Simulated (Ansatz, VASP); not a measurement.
**One calculation of Au, two programs**

Contents of INCAR:

```
SYSTEM = Au
PREC = Accurate
ENCUT = 520
EDIFF = 1E-7
ISMEAR = -1
SIGMA = 0.15
LREAL = .FALSE.
LASPH = .TRUE.
NELM = 100
ALGO = Normal
ISIF = 2
LWAVE = .FALSE.
LCHARG = .TRUE.
LELF = .TRUE.
LVHAR = .TRUE.
NBANDS = 12
```

The input KPOINTS:

```
regular mesh
0
G
  20 20 20
  0 0 0
```

Contents of POSCAR:

```
Au
1.0
   -1.5967915146      1.5967915146      1.5967915146
    1.5967915146     -1.5967915146      1.5967915146
    1.5967915146      1.5967915146     -1.5967915146
Au
1
Direct
    0.0000000000      0.0000000000      0.0000000000
```

Input for Ansatz:

```yaml
crystal:
  lattice:
    - [-1.5967915146, 1.5967915146, 1.5967915146]
    - [1.5967915146, -1.5967915146, 1.5967915146]
    - [1.5967915146, 1.5967915146, -1.5967915146]
  atoms:
    - { symbol: Au, position: [0.0, 0.0, 0.0] }
basis:
  ecutwfc: 420
kpoints:
  mp_grid: { grid: [20, 20, 20] }
hamiltonian:
  xc: lda
scf:
  occupations: { method: fermi_dirac, width: 0.15 }
output:
  forces: true
  stress: true
  eigenvalues: true
```

Alike in both runs: task single point; functional LDA; k mesh 20 × 20 × 20; occupations fermi-dirac, width 0.15 eV; no spin polarisation.

|  | VASP | Ansatz |
| --- | --- | --- |
| version | VASP 6.6.1 | Ansatz 0.2.0 |
| potentials or method | VASP PAW LDA potentials, release 64 (Au), cutoff 520 eV | scalar-relativistic, plane waves, PAW |
| valence electrons in the cell | 11 | 19 |

VASP gave:

```
gap on the k mesh at the Fermi level (eV) : none
pressure (GPa)                            : 4.6
```

Task: Estimate Ansatz's values.

Result: gap on the k mesh at the Fermi level (eV): none; pressure (GPa): 4.1.

LDA's correlation is that of Perdew and Zunger in VASP and of Perdew and Wang (1992) in Ansatz. A gap of «none» marks a metal or a gap that the smearing closes. VASP's potentials hold 11 valence electrons a cell and Ansatz's 19, so a difference there can come from the potentials and not from the codes.

Neither program's run includes spin-orbit coupling.
